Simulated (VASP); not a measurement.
# Cr (Pm-3m) in VASP: further runs, part 2 of 2

VASP 6.6.1. Earlier steps stand in the parts before.

## (4) Single point, PBE, collinear spin, antiferromagnetic start

This run uses another cell than the first one: it holds 2 atoms, not 1.

Contents of INCAR:

```
PREC     = Accurate       # precision mode
ENCUT    = 520            # plane-wave cutoff, eV
EDIFF    = 1E-7           # SCF threshold, eV
ISMEAR   = -1             # smearing method
SIGMA    = 0.05           # smearing width, eV
LREAL    = False          # projectors in reciprocal space
LASPH    = True           # aspherical terms in the spheres
NELM     = 150            # most SCF steps
ALGO     = Normal         # electronic algorithm
ISIF     = 2              # what is computed and relaxed
LWAVE    = False          # write WAVECAR
LCHARG   = False          # write CHGCAR
ISPIN    = 2              # spin polarisation
MAGMOM   = 1.5 -1.5       # initial moments
LORBIT   = 11             # projections on sites
LMAXMIX  = 4              # l up to which the mixer works
GGA      = PE             # functional
NBANDS   = 23             # bands
```

Contents of KPOINTS:

```
Automatic mesh
0
Gamma
  12 12 12
```

Contents of POSCAR:

```
Cr
1.0
    0.0000000000      2.3404758548      2.3404758548
    2.3404758548      0.0000000000      2.3404758548
    2.3404758548      2.3404758548      0.0000000000
Cr
2
Direct
    0.0000000000      0.0000000000      0.0000000000
    0.5000000000      0.5000000000      0.5000000000
```

Potentials or basis: VASP PAW PBE potentials, release 64 (Cr_pv).

Launch:

```sh
$ cat potpaw_PBE.64/Cr_pv/POTCAR > POTCAR
$ mpirun -np 1 vasp_std > vasp.out
```

OUTCAR:

```text
PREC = Accurate
   ENCUT = 520
   EDIFF = 1E-7
   ISMEAR = -1
   LREAL = False
   LASPH = True
   NELM = 150
   ISIF = 2
   ISPIN = 2
   LORBIT = 11
   GGA = PE

 ion  position               nearest neighbor table
   1  0.000  0.000  0.000-   2 2.34   2 2.34   2 2.34   2 2.34   2 2.34   2 2.34
   2  0.500  0.500  0.500-   1 2.34   1 2.34   1 2.34   1 2.34   1 2.34   1 2.34

  LATTYP: Found a face centered cubic cell.
 ALAT       =     4.6809517096

  Lattice vectors:

 A1 = (   0.0000000000,   2.3404758548,   2.3404758548)
 A2 = (   2.3404758548,   0.0000000000,   2.3404758548)
 A3 = (   2.3404758548,   2.3404758548,   0.0000000000)

Analysis of symmetry for initial positions (statically):
=====================================================================
 Subroutine PRICEL returns following result:

  LATTYP: Found a simple cubic cell.
 ALAT       =     2.3404758548
[... 12 lines left out ...]
 Subroutine GETGRP returns: Found 48 space group operations
 (whereof 48 operations were pure point group operations)
 out of a pool of 48 trial point group operations.

[... 832 lines left out ...]

 k-point     1 :       0.0000    0.0000    0.0000
  band No.  band energies     occupation
      1     -33.6433      1.00000
      2     -33.6433      1.00000
      3     -33.6433      1.00000
      4     -32.8511      1.00000
      5     -32.8511      1.00000
      6     -32.8511      1.00000
[... 613 lines left out ...]
     22      21.5045      0.00000
     23      24.1645      0.00000

 [... further k-points ...]
[... 5 lines left out ...]
  --------------------------------------------------------------------------------------
  -------------------------------------------------------------------------------------
  Total       -0.0067536     -0.0067536     -0.0067536      0.0000000      0.0000000     -0.0000000
  in kB       -0.4219928     -0.4219928     -0.4219928      0.0000000      0.0000000     -0.0000000
  external PRESSURE =      -0.4219928 kB  Pullay stress =       0.0000000 kB

 VOLUME and BASIS-vectors are now :
 -----------------------------------------------------------------------------
  energy-cutoff  :      520.00
  volume of cell :       25.64
      direct lattice vectors                 reciprocal lattice vectors
     0.000000000  2.340475855  2.340475855    -0.213631770  0.213631770  0.213631770
     2.340475855  0.000000000  2.340475855     0.213631770 -0.213631770  0.213631770
     2.340475855  2.340475855  0.000000000     0.213631770  0.213631770 -0.213631770

 POSITION                                       TOTAL-FORCE (eV/Angst)
 -----------------------------------------------------------------------------------
      0.00000      0.00000      0.00000        -0.000000     -0.000000     -0.000000
      2.34048      2.34048      2.34048         0.000000      0.000000      0.000000
 -----------------------------------------------------------------------------------
    total drift:                                0.000000      0.000000      0.000000

  FREE ENERGIE OF THE ION-ELECTRON SYSTEM (eV)
  ---------------------------------------------------
  free  energy   TOTEN  =       -17.0085030451 eV

  energy  without entropy=      -16.9824216446  energy(sigma->0) =      -16.99546234

 total charge

# of ion       s       p       d       tot
------------------------------------------
    1        0.442   6.296   4.342  11.080
    2        0.442   6.296   4.342  11.080
--------------------------------------------------
tot          0.884  12.593   8.684  22.160

 magnetization (x)

# of ion       s       p       d       tot
------------------------------------------
    1        0.004   0.001   0.279   0.284
    2       -0.004  -0.001  -0.279  -0.284
--------------------------------------------------
tot          0.000   0.000   0.000   0.000
```

stdout:

```text
POSCAR found type information on POSCAR Cr
 POSCAR found :  1 types and       2 ions
 scaLAPACK will be used
 LDA part: xc-table for (Slater+PW92), standard interpolation
 POSCAR, INCAR and KPOINTS ok, starting setup
 FFT: planning ... GRIDC
 FFT: planning ... GRID_SOFT
 FFT: planning ... GRID
 WAVECAR not read
 entering main loop
```

It took 79 s on 1 thread of Intel Xeon 6975P-C (Granite Rapids), shared host; peak memory 0.2 GiB.

What came out:

| Item | Value |
| --- | --- |
| Free energy | -17.0085 eV |
| Pressure | 0.0 GPa |
| Band gap on the k mesh | zero (filled and empty bands overlap) |
| Net moment | 0.00 μB per cell |
| Site moments | Cr +0.28, -0.28 μB |
| Valence electrons inside the program's atomic spheres | Cr 11.08 |

## (5) Relaxation of cell and atoms, PBE, collinear spin, ferromagnetic start

This run uses another cell than the first one, of 12.95 Å³/atom, 0.939 times its volume.

Contents of INCAR:

```
SYSTEM = Cr
PREC = Accurate ; ENCUT = 600
EDIFF = 1E-7 ; ISMEAR = -1
SIGMA = 0.05 ; LREAL = .FALSE.
LASPH = .TRUE. ; NELM = 150
ALGO = Normal ; ISIF = 3
LWAVE = .FALSE. ; LCHARG = .FALSE.
ISPIN = 2 ; MAGMOM = 1.5
LORBIT = 11 ; LMAXMIX = 4
GGA = PE ; IBRION = 2
NSW = 80 ; EDIFFG = -0.01
```

Contents of KPOINTS:

```
Automatic mesh
0
G
  13 13 13
  0 0 0
```

Contents of POSCAR:

```
Cr
1.0
    2.3484326893      0.0000000000      0.0000000000
    0.0000000000      2.3484326893      0.0000000000
    0.0000000000      0.0000000000      2.3484326893
Cr
1
Direct
    0.0000000000      0.0000000000      0.0000000000
```

Launch:

```sh
$ cat potpaw_PBE.64/Cr_pv/POTCAR > POTCAR
$ mpirun -np 1 vasp_std > vasp.out
```

Wall time 23 s (1 thread of Intel Xeon 6975P-C (Granite Rapids), shared host); peak memory 0.15 GiB.

It converged, with:

| Item | Value |
| --- | --- |
| Free energy | -8.5154 eV |
| Relaxed volume | 12.75 Å³/atom |
| Relaxed cell | a = 2.336 Å, b = 2.336 Å, c = 2.336 Å, α = 90.00°, β = 90.00°, γ = 90.00° |
| Space group after relaxing (to 0.05 Å) | Pm-3m (No. 221) |
| Energy gained by relaxing | 1.8 meV/atom |
| Ionic steps | 3 |
| Pressure after relaxing | 0.0 GPa |
| Band gap on the k mesh | zero (filled and empty bands overlap) |
| Net moment | 0.00 μB per cell |
| Valence electrons inside the program's atomic spheres | Cr 11.09 |

The path:
```csv
step,energy change (eV),largest force (eV/Å),pressure (GPa),volume (Å³)
1,0.0000,0.0000,-2.88,12.95
2,0.0008,0.0000,3.69,12.52
3,-0.0018,0.0000,0.00,12.75
```

Final structure:
```cif
data_structure
_symmetry_space_group_name_H-M 'P 1'
_symmetry_Int_Tables_number 1
_cell_length_a 2.3363
_cell_length_b 2.3363
_cell_length_c 2.3363
_cell_angle_alpha 90.000
_cell_angle_beta 90.000
_cell_angle_gamma 90.000
_cell_volume 12.75
loop_
_atom_site_label
_atom_site_type_symbol
_atom_site_fract_x
_atom_site_fract_y
_atom_site_fract_z
_atom_site_occupancy
Cr1 Cr 0.00000 0.00000 0.00000 1
```

Levels at points of the mesh, in eV from the Fermi level:
Spin up:
| k point | band 3 | band 4 | band 5 | band 6 | band 7 | band 8 | band 9 | band 10 |
| --- | --- | --- | --- | --- | --- | --- | --- | --- |
| (0.00, 0.00, 0.00) | -42.56 | -7.39 | -3.22 | -3.22 | 2.44 | 2.44 | 2.44 | 7.50 |
Spin down:
| k point | band 2 | band 3 | band 4 | band 5 | band 6 | band 7 | band 8 | band 9 | band 10 | band 11 |
| --- | --- | --- | --- | --- | --- | --- | --- | --- | --- | --- |
| (0.00, 0.00, 0.00) | -42.56 | -42.56 | -7.39 | -3.22 | -3.22 | 2.44 | 2.44 | 2.44 | 7.50 | 19.61 |

Caveat: the starting moments collapsed, and a magnetic state may lie lower.

## (6) Single point, PBE, collinear spin, antiferromagnetic start (volume scaled by 0.88)

Contents of INCAR:

```
ALGO = Normal ; EDIFF = 1E-6
ENCUT = 520 ; GGA = PE
ISIF = 2 ; ISMEAR = -1
ISPIN = 2 ; LASPH = T
LCHARG = F ; LMAXMIX = 4
LORBIT = 11 ; LREAL = F
LWAVE = F ; MAGMOM = 0.191 -0.191
NBANDS = 23 ; NELM = 150
PREC = Accurate ; SIGMA = 0.05
```

Contents of KPOINTS:

```
k-points
0
Gamma
  13 13 13
```

Contents of POSCAR:

```
Cr
1.0
    0.0000000000      2.2428404971      2.2428404971
    2.2428404971      0.0000000000      2.2428404971
    2.2428404971      2.2428404971      0.0000000000
Cr
2
Direct
    0.0000000000      0.0000000000      0.0000000000
    0.5000000000      0.5000000000      0.5000000000
```

Potentials or basis: VASP PAW PBE potentials, release 64 (Cr_pv).

Launch:

```sh
$ cat potpaw_PBE.64/Cr_pv/POTCAR > POTCAR
$ mpirun -np 1 vasp_std > vasp.out
```

It took 29 s on 1 thread of Intel Xeon 6975P-C (Granite Rapids), shared host; peak memory 0.18 GiB.

The run converged. Its results:

```yaml
Free_energy: -16.7441 eV
Pressure: 31.1 GPa
Band_gap_on_the_k_mesh: zero (filled and empty bands overlap)
Net_moment: 0.00 μB per cell
Valence_electrons_inside_the_program's_atomic_spheres: Cr 11.35
```

Levels at points of the mesh, in eV from the Fermi level:
Spin up:
```
           k point  band 9  band 10  band 11  band 12  band 13  band 14  band 15  band 16
(0.00, 0.00, 0.00)   -3.74    -3.53    -3.53    -3.53     2.91     2.91     2.91     4.55
```
Spin down:
```csv
k point,band 10,band 11,band 12,band 13,band 14,band 15
"(0.00, 0.00, 0.00)",-3.53,-3.53,-3.53,2.91,2.91,2.91
```

Caveat: the cell differs from its parent crystal (volume scaled by 0.88).
